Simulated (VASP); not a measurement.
# CdHg2S3 (P6_3mc) in VASP: further runs

CdHg2S3 is run at these levels: PBE; tasks: single point, relaxation of cell and atoms.

Everything below comes from runs of VASP 6.6.1. Logs are shortened: lines on timing, memory, paths and dates and some standing lists are left out, and cuts for length are marked.

### 1 The cell of the first run

It takes space group P6_3mc (No. 186, hexagonal). Conventional cell: a = 4.227 Å, b = 4.227 Å, c = 20.670 Å, α = 90.00°, β = 90.00°, γ = 120.00°. Within 3.4 Å of Cd (site symmetry 3m) lie 4 S at 2.57 to 2.58 Å. Hg (site symmetry 3m) has 4 S at 2.59 to 2.60 Å within 3.4 Å. Within 3.4 Å of Hg (site symmetry 3m) lie 4 S at 2.59 to 2.60 Å. S (site symmetry 3m) has 3 Cd at 2.57 Å and 1 Hg at 2.60 Å within 3.4 Å. Within 3.4 Å of S (site symmetry 3m) lie 4 Hg at 2.59 to 2.60 Å. Within 3.4 Å of S (site symmetry 3m) lie 1 Cd at 2.58 Å and 3 Hg at 2.59 Å.

### 2 Single point, PBE

INCAR reads:

```
SYSTEM = CdHg2S3
  PREC = Accurate
  ENCUT = 520
  EDIFF = 1E-6
  ISMEAR = 0
  SIGMA = 0.1
  LREAL = .FALSE.
  LASPH = .TRUE.
  NELM = 80
  ALGO = Normal
  ISIF = 2
  LWAVE = .FALSE.
  LCHARG = .TRUE.
  GGA = PE
  LELF = .TRUE.
  LVHAR = .TRUE.
  NBANDS = 66
```

KPOINTS reads:

```
regular mesh
0
G
  6 6 1
  0 0 0
```

POSCAR reads:

```
CdHg2S3
1.0
    4.2268101205      0.0000000000      0.0000000000
   -2.1134050603      3.6605249413      0.0000000000
    0.0000000000      0.0000000000     20.6702078940
Cd Hg S
2 4 6
Direct
    0.6666666667      0.3333333333      0.8326645695
    0.3333333333      0.6666666667      0.3326645695
    0.6666666667      0.3333333333      0.1673417603
    0.6666666667      0.3333333333      0.4993900598
    0.3333333333      0.6666666667     -0.0006099402
    0.3333333333      0.6666666667      0.6673417603
    0.6666666667      0.3333333333      0.2930890870
    0.6666666667      0.3333333333      0.6250637854
    0.6666666667      0.3333333333      0.9574507379
    0.3333333333      0.6666666667      0.1250637854
    0.3333333333      0.6666666667      0.4574507379
    0.3333333333      0.6666666667      0.7930890870
```

Potentials or basis: VASP PAW PBE potentials, release 64 (Cd, Hg, S).

Run with:

```console
$ cat potpaw_PBE.64/Cd/POTCAR potpaw_PBE.64/Hg/POTCAR potpaw_PBE.64/S/POTCAR > POTCAR
$ mpirun -np 1 vasp_std > vasp.out
```

OUTCAR:

```text
SYSTEM = CdHg2S3
   PREC = Accurate
   ENCUT = 520
   EDIFF = 1E-6
   ISMEAR = 0
   LREAL = .FALSE.
   LASPH = .TRUE.
   NELM = 80
   ISIF = 2
   GGA = PE

 ion  position               nearest neighbor table
   1  0.667  0.333  0.833-  12 2.57  12 2.57  12 2.57   9 2.58
   2  0.333  0.667  0.333-   7 2.57   7 2.57   7 2.57  11 2.58
   3  0.667  0.333  0.167-  10 2.59  10 2.59  10 2.59   7 2.60
   4  0.667  0.333  0.499-  11 2.59  11 2.59  11 2.59   8 2.60
   5  0.333  0.667  0.999-   9 2.59   9 2.59   9 2.59  10 2.60
   6  0.333  0.667  0.667-   8 2.59   8 2.59   8 2.59  12 2.60
   7  0.667  0.333  0.293-   2 2.57   2 2.57   2 2.57   3 2.60
   8  0.667  0.333  0.625-   6 2.59   6 2.59   6 2.59   4 2.60
   9  0.667  0.333  0.957-   1 2.58   5 2.59   5 2.59   5 2.59
  10  0.333  0.667  0.125-   3 2.59   3 2.59   3 2.59   5 2.60
  11  0.333  0.667  0.457-   2 2.58   4 2.59   4 2.59   4 2.59
  12  0.333  0.667  0.793-   1 2.57   1 2.57   1 2.57   6 2.60

  LATTYP: Found a hexagonal cell.
 ALAT       =     4.2268101205
 C/A-ratio  =     4.8902617588

  Lattice vectors:

 A1 = (   4.2268101205,   0.0000000000,   0.0000000000)
 A2 = (  -2.1134050603,   3.6605249413,   0.0000000000)
 A3 = (   0.0000000000,   0.0000000000,  20.6702078940)

Analysis of symmetry for initial positions (statically):
=====================================================================
 Subroutine PRICEL returns:
 Original cell was already a primitive cell.

 Routine SETGRP: Setting up the symmetry group for a
 hexagonal supercell.

 Subroutine GETGRP returns: Found 12 space group operations
 (whereof  6 operations were pure point group operations)
 out of a pool of 24 trial point group operations.

The static configuration has the point symmetry C_3v.
 The point group associated with its full space group is C_6v.

Analysis of symmetry for dynamics (positions and initial velocities):
=====================================================================
 Subroutine PRICEL returns:
 Original cell was already a primitive cell.

 Routine SETGRP: Setting up the symmetry group for a
 hexagonal supercell.

 Subroutine GETGRP returns: Found 12 space group operations
 (whereof  6 operations were pure point group operations)
 out of a pool of 24 trial point group operations.

The dynamic configuration has the point symmetry C_3v.
 The point group associated with its full space group is C_6v.

 Subroutine INISYM returns: Found 12 space group operations
 (whereof  6 operations are pure point group operations),
 and found     1 'primitive' translations

[... 111 lines left out ...]
   ISMEAR =     0;   SIGMA  =   0.10  broadening in eV -4-tet -1-fermi 0-gaus
   EFERMI_NEDOS =   21; number of points for ismear=-14 and -15
   IALGO  =     38    algorithm
   IMIX   =      4    mixing-type and parameters
     AMIX     =   0.40;   BMIX     =  1.00
     AMIX_MAG =   1.60;   BMIX_MAG =  1.00
  volume/ion in A,a.u.               =      26.65       179.85
  Fermi-wavevector in a.u.,A,eV,Ry     =   1.140029  2.154342 17.683020  1.299665
  Thomas-Fermi vector in A             =   2.276731
   LORBIT       =      0    0 simple, 1 ext, 2 COOP (PROOUT), +10 PAW based schemes
   GGA     = PE    functional components
   LHFCALC =     F    Hartree Fock is set to
   AEXX    =    0.0000 exact exchange contribution
   IVDW    =     0    specifies the selected vdW correction
   LEPSILON=     F    determine dielectric tensor
   LRPA    =     F    only Hartree local field effects (RPA)
 non-spin polarized calculation
 Gauss-broadening in eV      SIGMA  =   0.10
  energy-cutoff  :      520.00
  volume of cell :      319.82
 maximum number of plane-waves:      8651
 NGX is ok and might be reduce to    32
   NGX = 15   NGY = 15   NGZ = 77

 number of electron     108.0000004 magnetization

 Free energy of the ion-electron system (eV)
  ---------------------------------------------------
  ext. energy  EPLUGINS =         0.00000000
  ---------------------------------------------------
  free energy    TOTEN  =       -30.44963475 eV

  energy without entropy =      -30.44494357  energy(sigma->0) =      -30.44728916

 E-fermi :   1.3271     XC(G=0):  -8.9350

 val. band max:        1.3009883912   @ k =   0.0000   0.0000   0.0000
 cond. band min:       2.5117935467   @ k =   0.0000   0.0000   0.0000
 fundamental gap:      1.2108051555
 Fermi energy:         1.3270891778

 k-point     1 :       0.0000    0.0000    0.0000
  band No.  band energies     occupation
      1     -11.3063      2.00000
      2     -11.2452      2.00000
      3     -11.1277      2.00000
      4     -11.0041      2.00000
      5     -10.8865      2.00000
      6     -10.8254      2.00000
[... 472 lines left out ...]
     65       7.3039      0.00000
     66       7.4452      0.00000

------------------------ aborting loop because EDIFF is reached ----------------------------------------

  FORCE on cell =-STRESS in cart. coord.  units (eV):
  Direction    XX          YY          ZZ          XY          YZ          ZX
  --------------------------------------------------------------------------------------
  -------------------------------------------------------------------------------------
  Total        0.3633943      0.3633943      0.4801700     -0.0000000      0.0000000      0.0000000
  in kB        1.8204875      1.8204875      2.4054961     -0.0000000      0.0000000      0.0000000
  external PRESSURE =       2.0154904 kB  Pullay stress =       0.0000000 kB

 VOLUME and BASIS-vectors are now :
 -----------------------------------------------------------------------------
  energy-cutoff  :      520.00
  volume of cell :      319.82
      direct lattice vectors                 reciprocal lattice vectors
     4.226810120  0.000000000  0.000000000     0.236585030  0.136592431  0.000000000
    -2.113405060  3.660524941  0.000000000     0.000000000  0.273184862  0.000000000
     0.000000000  0.000000000 20.670207894     0.000000000  0.000000000  0.048378807

 POSITION                                       TOTAL-FORCE (eV/Angst)
 -----------------------------------------------------------------------------------
      2.11341      1.22017     17.21135        -0.000000      0.000000     -0.011089
     -0.00000      2.44035      6.87625         0.000000      0.000000     -0.011089
      2.11341      1.22017      3.45899        -0.000000      0.000000     -0.007055
      2.11341      1.22017     10.32250         0.000000      0.000000     -0.009050
     -0.00000      2.44035     20.65760        -0.000000      0.000000     -0.009050
     -0.00000      2.44035     13.79409         0.000000     -0.000000     -0.007055
      2.11341      1.22017      6.05821        -0.000000      0.000000      0.011055
      2.11341      1.22017     12.92020        -0.000000      0.000000      0.007783
      2.11341      1.22017     19.79071         0.000000      0.000000      0.008356
     -0.00000      2.44035      2.58509         0.000000      0.000000      0.007783
     -0.00000      2.44035      9.45560         0.000000      0.000000      0.008356
     -0.00000      2.44035     16.39332         0.000000     -0.000000      0.011055
 -----------------------------------------------------------------------------------
    total drift:                                0.000000     -0.000000      0.000225

  FREE ENERGIE OF THE ION-ELECTRON SYSTEM (eV)
  ---------------------------------------------------
  free  energy   TOTEN  =       -30.4496347472 eV

  energy  without entropy=      -30.4449435695  energy(sigma->0) =      -30.44728916
```

OSZICAR:

```text
N       E                     dE             d eps       ncg     rms          rms(c)
DAV:   1     0.822142962139E+03    0.82214E+03   -0.51138E+04   924   0.149E+03
DAV:   2     0.280529426144E+02   -0.79409E+03   -0.76462E+03  1010   0.366E+02
DAV:   3    -0.322589538478E+02   -0.60312E+02   -0.59652E+02  1084   0.955E+01
DAV:   4    -0.333595566733E+02   -0.11006E+01   -0.10966E+01  1032   0.125E+01
DAV:   5    -0.333823589400E+02   -0.22802E-01   -0.22794E-01  1082   0.180E+00    0.206E+01
DAV:   6    -0.304190190797E+02    0.29633E+01   -0.66933E+00  1182   0.181E+01    0.161E+01
DAV:   7    -0.305567202385E+02   -0.13770E+00   -0.39303E+00  1022   0.677E+00    0.467E+00
DAV:   8    -0.304464791162E+02    0.11024E+00   -0.71487E-01  1082   0.492E+00    0.164E+00
DAV:   9    -0.304494293797E+02   -0.29503E-02   -0.74792E-02  1004   0.182E+00    0.524E-01
DAV:  10    -0.304493074279E+02    0.12195E-03   -0.33445E-03  1010   0.339E-01    0.158E-01
DAV:  11    -0.304495271155E+02   -0.21969E-03   -0.10595E-03  1088   0.156E-01    0.708E-02
DAV:  12    -0.304496027090E+02   -0.75594E-04   -0.25718E-04  1046   0.836E-02    0.472E-02
DAV:  13    -0.304496315074E+02   -0.28798E-04   -0.74615E-05   992   0.564E-02    0.157E-02
DAV:  14    -0.304496340309E+02   -0.25234E-05   -0.92004E-06  1000   0.125E-02    0.644E-03
DAV:  15    -0.304496347472E+02   -0.71630E-06   -0.57857E-07   630   0.343E-03
   1 F= -.30449635E+02 E0= -.30447289E+02  d E =-.469118E-02
```

stdout:

```text
POSCAR found type information on POSCAR CdHgS
 POSCAR found :  3 types and      12 ions
 scaLAPACK will be used
 LDA part: xc-table for (Slater+PW92), standard interpolation
 POSCAR, INCAR and KPOINTS ok, starting setup
 FFT: planning ... GRIDC
 FFT: planning ... GRID_SOFT
 FFT: planning ... GRID
 WAVECAR not read
 entering main loop
```

Run time: 4.7 min. Hardware: 1 thread of Intel Xeon Platinum 8259CL at 2.50GHz (Skylake/Cascade Lake), shared host; peak memory 0.47 GiB.

What came out:

* Free energy: -30.4496 eV
* Pressure: 0.2 GPa
* Largest force: 0.011 eV/Å
* Band gap on the k mesh: zero (filled and empty bands touch)

Forces in eV/Å, atoms in the order of the input:
```
Cd   0.000  0.000 -0.011
Cd   0.000  0.000 -0.011
Hg   0.000  0.000 -0.007
Hg   0.000  0.000 -0.009
Hg   0.000  0.000 -0.009
Hg   0.000  0.000 -0.007
S    0.000  0.000  0.011
S    0.000  0.000  0.008
S    0.000  0.000  0.008
S    0.000  0.000  0.008
S    0.000  0.000  0.008
S    0.000  0.000  0.011
```

Levels at points of the mesh, in eV from the Fermi level:
```csv
k point,band 51,band 52,band 53,band 54,band 55,band 56,band 57,band 58
"(0.00, 0.00, 0.00)",-0.14,-0.14,-0.05,-0.03,-0.03,1.18,1.35,1.60
"(0.50, 0.00, 0.00)",-1.26,-1.12,-1.08,-0.86,2.16,2.47,2.54,2.77
```

Caveat: spin-orbit coupling is left out, which moves the levels of the heavy elements.

### 3 Single point, PBE

This run uses another cell than the first one, of 24.82 Å³/atom, 0.931 times its volume.

INCAR reads:

```
PREC = Accurate
ENCUT = 520
EDIFF = 1E-6
ISMEAR = 0
SIGMA = 0.1
LREAL = False
LASPH = True
NELM = 80
ALGO = Normal
ISIF = 2
LWAVE = False
LCHARG = False
GGA = PE
NBANDS = 66
```

KPOINTS reads:

```
Automatic mesh
0
Gamma
  6 6 1
```

POSCAR reads:

```
CdHg2S3
1.0
    4.1214830200      0.0000000000      0.0000000000
   -2.0607415100      3.5693090000      0.0000000000
    0.0000000000      0.0000000000     20.2430127100
Cd Hg S
2 4 6
Direct
    0.6666666700      0.3333333300      0.8333744400
    0.3333333300      0.6666666700      0.3333744400
    0.6666666700      0.3333333300      0.1667077700
    0.6666666700      0.3333333300      0.5000411100
    0.3333333300      0.6666666700      0.0000411100
    0.3333333300      0.6666666700      0.6667077700
    0.6666666700      0.3333333300      0.2916255600
    0.6666666700      0.3333333300      0.6249588900
    0.6666666700      0.3333333300      0.9582922300
    0.3333333300      0.6666666700      0.1249588900
    0.3333333300      0.6666666700      0.4582922300
    0.3333333300      0.6666666700      0.7916255600
```

Potentials or basis: VASP PAW PBE potentials, release 64 (Cd, Hg, S).

Run with:

```console
$ cat potpaw_PBE.64/Cd/POTCAR potpaw_PBE.64/Hg/POTCAR potpaw_PBE.64/S/POTCAR > POTCAR
$ mpirun -np 1 vasp_std > vasp.out
```

OUTCAR:

```text
PREC = Accurate
   ENCUT = 520
   EDIFF = 1E-6
   ISMEAR = 0
   LREAL = False
   LASPH = True
   NELM = 80
   ISIF = 2
   GGA = PE

 ion  position               nearest neighbor table
   1  0.667  0.333  0.833-  12 2.53  12 2.53  12 2.53   9 2.53
   2  0.333  0.667  0.333-   7 2.53   7 2.53   7 2.53  11 2.53
   3  0.667  0.333  0.167-  10 2.53  10 2.53  10 2.53   7 2.53
   4  0.667  0.333  0.500-  11 2.53  11 2.53  11 2.53   8 2.53
   5  0.333  0.667  0.000-   9 2.53   9 2.53   9 2.53  10 2.53
   6  0.333  0.667  0.667-   8 2.53   8 2.53   8 2.53  12 2.53
   7  0.667  0.333  0.292-   2 2.53   2 2.53   2 2.53   3 2.53
   8  0.667  0.333  0.625-   6 2.53   6 2.53   6 2.53   4 2.53
   9  0.667  0.333  0.958-   5 2.53   5 2.53   5 2.53   1 2.53
  10  0.333  0.667  0.125-   3 2.53   3 2.53   3 2.53   5 2.53
  11  0.333  0.667  0.458-   4 2.53   4 2.53   4 2.53   2 2.53
  12  0.333  0.667  0.792-   1 2.53   1 2.53   1 2.53   6 2.53

  LATTYP: Found a hexagonal cell.
 ALAT       =     4.1214830200
 C/A-ratio  =     4.9115846436

[... 197 lines left out ...]
      4     -10.7959      2.00000
      5     -10.5973      2.00000
      6     -10.5425      2.00000
[... 472 lines left out ...]
     65       8.0574      0.00000
     66       8.2215      0.00000

------------------------ aborting loop because EDIFF is reached ----------------------------------------

  FORCE on cell =-STRESS in cart. coord.  units (eV):
  Direction    XX          YY          ZZ          XY          YZ          ZX
  --------------------------------------------------------------------------------------
  -------------------------------------------------------------------------------------
  Total        8.5751464      8.5751464      8.4788065      0.0000000      0.0000000      0.0000000
  in kB       46.1359337     46.1359338     45.6176066      0.0000000      0.0000000      0.0000000
  external PRESSURE =      45.9631580 kB  Pullay stress =       0.0000000 kB

 VOLUME and BASIS-vectors are now :
 -----------------------------------------------------------------------------
  energy-cutoff  :      520.00
  volume of cell :      297.79
      direct lattice vectors                 reciprocal lattice vectors
     4.121483020  0.000000000  0.000000000     0.242631110  0.140083137  0.000000000
    -2.060741510  3.569309000  0.000000000     0.000000000  0.280166273  0.000000000
     0.000000000  0.000000000 20.243012710     0.000000000  0.000000000  0.049399762

 POSITION                                       TOTAL-FORCE (eV/Angst)
 -----------------------------------------------------------------------------------
      2.06074      1.18977     16.87001        -0.000000     -0.000000     -0.046654
     -0.00000      2.37954      6.74850        -0.000000      0.000000     -0.046654
      2.06074      1.18977      3.37467        -0.000000      0.000000      0.016896
      2.06074      1.18977     10.12234        -0.000000      0.000000     -0.010082
     -0.00000      2.37954      0.00083         0.000000     -0.000000     -0.010082
     -0.00000      2.37954     13.49617         0.000000     -0.000000      0.016896
      2.06074      1.18977      5.90338        -0.000000     -0.000000      0.196617
      2.06074      1.18977     12.65105        -0.000000      0.000000     -0.015056
      2.06074      1.18977     19.39872        -0.000000     -0.000000     -0.141721
     -0.00000      2.37954      2.52954         0.000000     -0.000000     -0.015056
     -0.00000      2.37954      9.27722         0.000000      0.000000     -0.141721
     -0.00000      2.37954     16.02489         0.000000      0.000000      0.196617
 -----------------------------------------------------------------------------------
    total drift:                                0.000009     -0.000005     -0.001528

  FREE ENERGIE OF THE ION-ELECTRON SYSTEM (eV)
  ---------------------------------------------------
  free  energy   TOTEN  =       -30.1233054370 eV

  energy  without entropy=      -30.1191729356  energy(sigma->0) =      -30.12123919
```

Wall time 4 min (1 thread of Intel Xeon Platinum 8259CL at 2.50GHz (Skylake/Cascade Lake), shared host); peak memory 0.47 GiB.

Results:

```
Free energy            : -30.1233 eV
Pressure               : 4.6 GPa
Largest force          : 0.197 eV/Å
Band gap on the k mesh : 0.05 eV, direct
```

Forces on the atoms (eV/Å):
```
Cd   0.000  0.000 -0.047
Cd   0.000  0.000 -0.047
Hg   0.000  0.000  0.017
Hg   0.000  0.000 -0.010
Hg   0.000  0.000 -0.010
Hg   0.000  0.000  0.017
S    0.000  0.000  0.197
S    0.000  0.000 -0.015
S    0.000  0.000 -0.142
S    0.000  0.000 -0.015
S    0.000  0.000 -0.142
S    0.000  0.000  0.197
```

Caveat: spin-orbit coupling is left out, which moves the levels of the heavy elements.

(Continued in part 2 of 2.)
